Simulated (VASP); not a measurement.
# LaBi (zincblende type) (F-43m) in VASP: single point with LDA

Aim: the single point of LaBi (zincblende type) with LDA.

All numbers are computed with VASP 6.6.1; they aren't measurements. Logs are shortened: lines on timing, memory, paths and dates and some standing lists are left out, and cuts for length are marked.

### Step 1. The cell of the first run

Symmetry: F-43m, No. 216, cubic system. The conventional cell has a = 5.989 Å, b = 5.989 Å, c = 5.989 Å, α = 90.00°, β = 90.00°, γ = 90.00°. Within 3.4 Å of La (site symmetry -43m) lie 4 Bi at 2.59 Å. Bi (site symmetry -43m) has 4 La at 2.59 Å within 3.4 Å.

### Step 2. Single point, LDA

Input file INCAR:

```
  ALGO = Normal
  EDIFF = 1E-7
  ENCUT = 520
  GGA = CA
  ISIF = 2
  ISMEAR = -1
  LASPH = True
  LCHARG = True
  LELF = True
  LREAL = False
  LVHAR = True
  LWAVE = False
  NBANDS = 20
  NELM = 100
  PREC = Accurate
  SIGMA = 0.05
```

Input file KPOINTS:

```
k-points
0
Gamma
  12 12 12
```

Input file POSCAR:

```
LaBi
1.0
    0.0000000000      2.9942842565      2.9942842565
    2.9942842565      0.0000000000      2.9942842565
    2.9942842565      2.9942842565      0.0000000000
La Bi
1 1
Direct
    0.0000000000      0.0000000000      0.0000000000
    0.2500000000      0.2500000000      0.2500000000
```

Potentials or basis: VASP PAW LDA potentials, release 64 (La, Bi_d).

Command:

```console
$ cat potpaw_LDA.64/La/POTCAR potpaw_LDA.64/Bi_d/POTCAR > POTCAR
$ mpirun -np 1 vasp_std > vasp.out
```

OUTCAR:

```text
EDIFF = 1E-7
   ENCUT = 520
   GGA = CA
   ISIF = 2
   ISMEAR = -1
   LASPH = True
   LREAL = False
   NELM = 100
   PREC = Accurate

 ion  position               nearest neighbor table
   1  0.000  0.000  0.000-   2 2.59   2 2.59   2 2.59   2 2.59
   2  0.250  0.250  0.250-   1 2.59   1 2.59   1 2.59   1 2.59

  LATTYP: Found a face centered cubic cell.
 ALAT       =     5.9885685130

  Lattice vectors:

 A1 = (   0.0000000000,   2.9942842565,   2.9942842565)
 A2 = (   2.9942842565,   0.0000000000,   2.9942842565)
 A3 = (   2.9942842565,   2.9942842565,   0.0000000000)

Analysis of symmetry for initial positions (statically):
=====================================================================
 Subroutine PRICEL returns:
 Original cell was already a primitive cell.

 Routine SETGRP: Setting up the symmetry group for a
 face centered cubic supercell.

 Subroutine GETGRP returns: Found 24 space group operations
 (whereof 24 operations were pure point group operations)
 out of a pool of 48 trial point group operations.

The static configuration has the point symmetry T_d .

Analysis of symmetry for dynamics (positions and initial velocities):
=====================================================================
 Subroutine PRICEL returns:
 Original cell was already a primitive cell.

 Routine SETGRP: Setting up the symmetry group for a
 face centered cubic supercell.

 Subroutine GETGRP returns: Found 24 space group operations
 (whereof 24 operations were pure point group operations)
 out of a pool of 48 trial point group operations.

The dynamic configuration has the point symmetry T_d .

 Subroutine INISYM returns: Found 24 space group operations
 (whereof 24 operations are pure point group operations),
 and found     1 'primitive' translations

----------------------------------------------------------------------------------------

                                     Primitive cell

  volume of cell :      53.6919

  direct lattice vectors                    reciprocal lattice vectors
     0.000000000  2.994284256  2.994284256    -0.166984814  0.166984814  0.166984814
     2.994284256  0.000000000  2.994284256     0.166984814 -0.166984814  0.166984814
     2.994284256  2.994284256  0.000000000     0.166984814  0.166984814 -0.166984814

  length of vectors
     4.234557405  4.234557405  4.234557405     0.289226182  0.289226182  0.289226182

  position of ions in fractional coordinates (direct lattice)
     0.000000000  0.000000000  0.000000000
     0.250000000  0.250000000  0.250000000

  ion indices of the primitive-cell ions
   primitive index   ion index
                 1           1
                 2           2

----------------------------------------------------------------------------------------

 KPOINTS: k-points

Automatic generation of k-mesh.
 Grid dimensions read from file:
 generate k-points for:   12   12   12

 Generating k-lattice:

  Cartesian coordinates                     Fractional coordinates (reciprocal lattice)
    -0.013915401  0.013915401  0.013915401     0.083333333  0.000000000  0.000000000
     0.013915401 -0.013915401  0.013915401     0.000000000  0.083333333  0.000000000
     0.013915401  0.013915401 -0.013915401     0.000000000  0.000000000  0.083333333

  Length of vectors
     0.024102182  0.024102182  0.024102182

  Shift w.r.t. Gamma in fractional coordinates (k-lattice)
     0.000000000  0.000000000  0.000000000

 Subroutine IBZKPT returns following result:
 ===========================================

 Found     72 irreducible k-points:

 Following reciprocal coordinates:
            Coordinates               Weight
  0.000000  0.000000  0.000000      1.000000
  0.083333  0.000000  0.000000      8.000000
  0.166667  0.000000  0.000000      8.000000
  0.250000  0.000000  0.000000      8.000000
  0.333333  0.000000  0.000000      8.000000
  0.416667  0.000000  0.000000      8.000000
[... 16 lines left out ...]
  0.500000  0.166667  0.000000     24.000000
 -0.416667  0.166667  0.000000     24.000000
 [... further k-points ...]
   k-points           NKPTS =     72   k-points in BZ     NKDIM =     72   number of bands    NBANDS=     20
   number of dos      NEDOS =    301   number of ions     NIONS =      2
   total plane-waves  NPLWV =  32768
   dimension x,y,z NGX =    32 NGY =   32 NGZ =   32
   dimension x,y,z NGXF=    64 NGYF=   64 NGZF=   64
   ions per type =               1   1
   NGX,Y,Z   is equivalent  to a cutoff of  12.56, 12.56, 12.56 a.u.
   NGXF,Y,Z  is equivalent  to a cutoff of  25.13, 25.13, 25.13 a.u.
 SYSTEM =  unknown system
   PREC   = accura    normal or accurate (medium, high low for compatibility)
   ISTART =      0    job   : 0-new  1-cont  2-samecut
   ICHARG =      2    charge: 1-file 2-atom 10-const
   ISPIN  =      1    spin polarized calculation?
   LNONCOLLINEAR =      F non collinear calculations
   LSORBIT =      F    spin-orbit coupling
   LASPH  =      T    aspherical Exc in radial PAW
   ENCUT  =  520.0 eV  38.22 Ry    6.18 a.u.   7.87  7.87  7.87*2*pi/ulx,y,z
   NELM   =    100;   NELMIN=  2; NELMDL= -5     # of ELM steps
   EDIFF  = 0.1E-06   stopping-criterion for ELM
   LREAL  =      F    real-space projection
   EDIFFG = 0.1E-05   stopping-criterion for IOM
   NSW    =      0    number of steps for IOM
   IBRION =     -1    ionic relax: 0-MD 1-quasi-New 2-CG
   NFREE  =      0    steps in history (QN), initial steepest desc. (CG)
   ISIF   =      2    stress and relaxation
   ISYM   =      2    0-nonsym 1-usesym 2-fastsym
   POTIM  = 0.5000    time-step for ionic-motion
   TEBEG  =    0.0;   TEEND  =   0.0 temperature during run
   PSTRESS=    0.0 pullay stress
   NELECT =      26.0000    total number of electrons
   NUPDOWN=      -1.0000    fix difference up-down
   EMIN   =  10.00;   EMAX   =-10.00  energy-range for DOS
   EFERMI =   0.00;   METHOD = LEGACY
   ISMEAR =    -1;   SIGMA  =   0.05  broadening in eV -4-tet -1-fermi 0-gaus
   EFERMI_NEDOS =   21; number of points for ismear=-14 and -15
   IALGO  =     38    algorithm
   IMIX   =      4    mixing-type and parameters
     AMIX     =   0.40;   BMIX     =  1.00
     AMIX_MAG =   1.60;   BMIX_MAG =  1.00
  volume/ion in A,a.u.               =      26.85       181.17
  Fermi-wavevector in a.u.,A,eV,Ry     =   1.285572  2.429378 22.486270  1.652694
  Thomas-Fermi vector in A             =   2.417698
   LORBIT       =      0    0 simple, 1 ext, 2 COOP (PROOUT), +10 PAW based schemes
   GGA     = CA    functional components
   LHFCALC =     F    Hartree Fock is set to
   AEXX    =    0.0000 exact exchange contribution
   IVDW    =     0    specifies the selected vdW correction
   LEPSILON=     F    determine dielectric tensor
   LRPA    =     F    only Hartree local field effects (RPA)
 non-spin polarized calculation
  energy-cutoff  :      520.00
  volume of cell :       53.69
 maximum number of plane-waves:      1464
   NGX = 15   NGY = 15   NGZ = 15

 number of electron      26.0000003 magnetization

 Free energy of the ion-electron system (eV)
  ---------------------------------------------------
  ext. energy  EPLUGINS =         0.00000000
  ---------------------------------------------------
  free energy    TOTEN  =        -6.11164241 eV

  energy without entropy =       -6.10837599  energy(sigma->0) =       -6.11000920

 E-fermi :  10.0954     XC(G=0): -10.8380

 val. band max:       10.0160479695   @ k =  -0.4167   0.5000   0.0833
 cond. band min:      10.1505271847   @ k =   0.5000   0.5000   0.0000
 fundamental gap:      0.1344792152
 Fermi energy:        10.0954247629

 k-point     1 :       0.0000    0.0000    0.0000
  band No.  band energies     occupation
      1     -22.2398      2.00000
      2     -13.2234      2.00000
      3     -13.2234      2.00000
      4     -13.2234      2.00000
      5     -12.8354      2.00000
      6     -12.8354      2.00000
[... 12 lines left out ...]
     19      12.4838      0.00000
     20      12.9825      0.00000

 k-point     2 :       0.0833    0.0000    0.0000
  band No.  band energies     occupation
      1     -22.2352      2.00000
      2     -13.2186      2.00000
      3     -13.2186      2.00000
      4     -13.2019      2.00000
      5     -12.8356      2.00000
      6     -12.8356      2.00000
[... 12 lines left out ...]
     19      12.6936      0.00000
     20      12.9877      0.00000

 k-point     3 :       0.1667    0.0000    0.0000
  band No.  band energies     occupation
      1     -22.2225      2.00000
      2     -13.2059      2.00000
      3     -13.2059      2.00000
      4     -13.1406      2.00000
      5     -12.8359      2.00000
      6     -12.8359      2.00000
[... 12 lines left out ...]
     19      12.8254      0.00000
     20      12.9889      0.00000

 k-point     4 :       0.2500    0.0000    0.0000
  band No.  band energies     occupation
      1     -22.2053      2.00000
      2     -13.1889      2.00000
      3     -13.1889      2.00000
      4     -13.0492      2.00000
      5     -12.8359      2.00000
      6     -12.8359      2.00000
[... 12 lines left out ...]
     19      12.8704      0.00000
     20      12.9953      0.00000

 k-point     5 :       0.3333    0.0000    0.0000
  band No.  band energies     occupation
      1     -22.1881      2.00000
      2     -13.1722      2.00000
      3     -13.1722      2.00000
      4     -12.9473      2.00000
      5     -12.8353      2.00000
      6     -12.8353      2.00000
[... 12 lines left out ...]
     19      12.8815      0.00000
     20      13.0017      0.00000
[... 353 lines left out ...]
      6     -12.8271      2.00000
[... 12 lines left out ...]
     19      12.9470      0.00000
     20      13.0059      0.00000

 k-point    22 :       0.4167    0.1667    0.0000
  band No.  band energies     occupation
      1     -22.1740      2.00000
      2     -13.1464      2.00000
      3     -13.1404      2.00000
      4     -12.8988      2.00000
      5     -12.8397      2.00000
      6     -12.8277      2.00000
[... 12 lines left out ...]
     19      12.9448      0.00000
     20      12.9991      0.00000

 k-point    23 :       0.5000    0.1667    0.0000
  band No.  band energies     occupation
      1     -22.1652      2.00000
      2     -13.1361      2.00000
      3     -13.1357      2.00000
      4     -12.8524      2.00000
      5     -12.8301      2.00000
      6     -12.8196      2.00000
[... 12 lines left out ...]
     19      12.9332      0.00000
     20      12.9933      0.00000

 k-point    24 :      -0.4167    0.1667    0.0000
  band No.  band energies     occupation
      1     -22.1641      2.00000
      2     -13.1399      2.00000
      3     -13.1322      2.00000
      4     -12.8430      2.00000
      5     -12.8341      2.00000
      6     -12.8137      2.00000
[... 12 lines left out ...]
     19      12.9023      0.00000
     20      12.9902      0.00000

 [... further k-points ...]
[... 5 lines left out ...]
  --------------------------------------------------------------------------------------
  -------------------------------------------------------------------------------------
  Total       20.5097256     20.5097256     20.5097256      0.0000000     -0.0000000     -0.0000000
  in kB      612.0139998    612.0139998    612.0139998      0.0000000     -0.0000000     -0.0000000
  external PRESSURE =     612.0139998 kB  Pullay stress =       0.0000000 kB

 VOLUME and BASIS-vectors are now :
 -----------------------------------------------------------------------------
  energy-cutoff  :      520.00
  volume of cell :       53.69
      direct lattice vectors                 reciprocal lattice vectors
     0.000000000  2.994284256  2.994284256    -0.166984814  0.166984814  0.166984814
     2.994284256  0.000000000  2.994284256     0.166984814 -0.166984814  0.166984814
     2.994284256  2.994284256  0.000000000     0.166984814  0.166984814 -0.166984814

 POSITION                                       TOTAL-FORCE (eV/Angst)
 -----------------------------------------------------------------------------------
      0.00000      0.00000      0.00000        -0.000000     -0.000000     -0.000000
      1.49714      1.49714      1.49714         0.000000      0.000000      0.000000
 -----------------------------------------------------------------------------------
    total drift:                               -0.000000     -0.000000     -0.000000

  FREE ENERGIE OF THE ION-ELECTRON SYSTEM (eV)
  ---------------------------------------------------
  free  energy   TOTEN  =        -6.1116424144 eV

  energy  without entropy=       -6.1083759924  energy(sigma->0) =       -6.11000920
```

Run time: 85 s. Hardware: 1 thread of Intel Xeon Platinum 8259CL at 2.50GHz (Skylake/Cascade Lake), shared host; peak memory 0.22 GiB.

What came out:

- Free energy: -6.1116 eV
- Pressure: 61.2 GPa

Caveat: spin-orbit coupling is left out, which moves the levels of the heavy elements.
